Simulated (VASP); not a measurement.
Input of a VASP 6.6.1 run:

The input INCAR:

```
ALGO = Normal
EDIFF = 1E-6
ENCUT = 520
GGA = PE
ISIF = 2
ISMEAR = 0
LASPH = True
LCHARG = True
LELF = True
LREAL = False
LVHAR = True
LWAVE = False
NBANDS = 26
NELM = 100
PREC = Accurate
SIGMA = 0.1
```

KPOINTS

```
k-points
0
Gamma
  3 3 3
```

The input POSCAR:

```
CaAl6C
1.0
    3.9606696618      2.2866936954      2.5658867307
   -3.9606696618      2.2866936954      2.5658867307
    0.0000000000     -4.5733873908      2.5658867306
Ca Al C
1 6 1
Direct
    0.0000000000      0.0000000000      0.0000000000
    0.8547624706      0.6697906472      0.4065372873
    0.6697906472      0.4065372873      0.8547624706
    0.4065372873      0.8547624706      0.6697906472
    0.1452375294      0.3302093528      0.5934627127
    0.3302093528      0.5934627127      0.1452375294
    0.5934627127      0.1452375294      0.3302093528
    0.5000000000      0.5000000000      0.5000000000
```

Potentials or basis: VASP PAW PBE potentials, release 64 (Ca_sv, Al, C).

Command:

```sh
$ cat potpaw_PBE.64/Ca_sv/POTCAR potpaw_PBE.64/Al/POTCAR potpaw_PBE.64/C/POTCAR > POTCAR
$ mpirun -np 1 vasp_std > vasp.out
```

**Question.** Predict the band gap on the k mesh.

**Answer.** Zero (band 16 reaches 7.28 eV, above the bottom of band 17 at 6.18 eV).

**Question.** Estimate the pressure.

**Answer.** 0.0 GPa.

**Question.** Predict the largest force.

**Answer.** 0.015 eV/Å.

Stress tensor (GPa, compression positive):
```
 0.13  0.00  0.00
 0.00  0.13  0.00
 0.00  0.00 -0.16
```

Caveat: the k points lie up to 0.41 Å⁻¹ apart.
